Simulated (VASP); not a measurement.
A run of VASP 6.6.1:

Contents of INCAR:

```
ALGO = Normal
EDIFF = 1E-7
ENCUT = 520
GGA = PE
ISIF = 2
ISMEAR = -1
LASPH = T
LCHARG = F
LREAL = F
LWAVE = F
NBANDS = 20
NELM = 100
PREC = Accurate
SIGMA = 0.05
```

Contents of KPOINTS:

```
k-points
0
Gamma
  10 10 10
```

POSCAR

```
Tl
1.0
    0.0000000000      3.5601462723      3.5601462723
    3.5601462723      0.0000000000      3.5601462723
    3.5601462723      3.5601462723      0.0000000000
Tl
2
Direct
   -0.1250000000     -0.1250000000     -0.1250000000
    0.1250000000      0.1250000000      0.1250000000
```

Potentials or basis: VASP PAW PBE potentials, release 64 (Tl_d).

The run is started by

```sh
$ cat potpaw_PBE.64/Tl_d/POTCAR > POTCAR
$ mpirun -np 1 vasp_std > vasp.out
```

Hardware: 1 thread of AMD EPYC 7R13, on a shared host.

Question: Estimate the wall time of this run.

Answer: Wall time 120 s on 1 thread of AMD EPYC 7R13 (shared host), peak memory 0.23 GiB. Counts: scf iterations 12, k points 47.
